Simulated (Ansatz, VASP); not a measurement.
BH4CF3 in VASP and in Ansatz

```
B F C H
1.0
     8.14325    0.00000    0.00000
     0.00000    8.14325    0.00000
     0.00000    0.00000    8.14325
B F C H
4 12 4 16
Direct
  0.54791 0.73681 0.41633
  0.37102 0.13064 0.59801
  0.00644 0.68102 0.18495
  0.08533 0.67421 0.70567
  0.69449 0.72685 0.48486
  0.52817 0.81355 0.27438
  0.41987 0.66635 0.48807
  0.39852 0.29029 0.59572
  0.49424 0.02723 0.56953
  0.22273 0.07178 0.62877
  0.95552 0.83511 0.19104
  0.16552 0.64768 0.17952
  0.89793 0.55949 0.18120
  0.13756 0.52486 0.74317
  0.06398 0.78593 0.82354
  0.05408 0.71151 0.55081
  0.22085 0.18647 0.19832
  0.68273 0.13203 0.99281
  0.57545 0.59735 0.90076
  0.84877 0.29016 0.54320
  0.22905 0.30235 0.26680
  0.34034 0.12362 0.19866
  0.18597 0.21353 0.07122
  0.12715 0.10672 0.25318
  0.76962 0.21523 0.05308
  0.65676 0.02798 0.07381
  0.73650 0.08728 0.87788
  0.56889 0.19896 0.96688
  0.51523 0.56543 0.01671
  0.61211 0.72687 0.90392
  0.49001 0.57666 0.79879
  0.68379 0.51920 0.88401
  0.83300 0.18979 0.45303
  0.92417 0.24675 0.64566
  0.72784 0.32966 0.58998
  0.91085 0.39470 0.48303
```

Alike in both runs: functional PBE; k mesh 1 × 1 × 1; occupations fermi-dirac, width 0.05 eV; no spin polarisation.

Ansatz relaxed the structure, and its values are those at the end. VASP's run is a single point on that final structure, the one shown.

|  | VASP | Ansatz |
| --- | --- | --- |
| version | VASP 6.6.1 | Ansatz 0.2.0 |
| potentials or method | VASP PAW PBE potentials, release 64 (B, F, C, H), cutoff 520 eV | scalar-relativistic, plane waves, PAW |
| valence electrons in the cell | 128 | 128 |

Ansatz gave:

```
gap on the k mesh at the Fermi level (eV) : 7.20
rms of the force components (eV/Å)        : 0.084
```

Task: Estimate VASP's values.

Result: gap on the k mesh at the Fermi level (eV): 7.17; rms of the force components (eV/Å): 0.101.

Ansatz's warnings: xc potential rough in thin density.
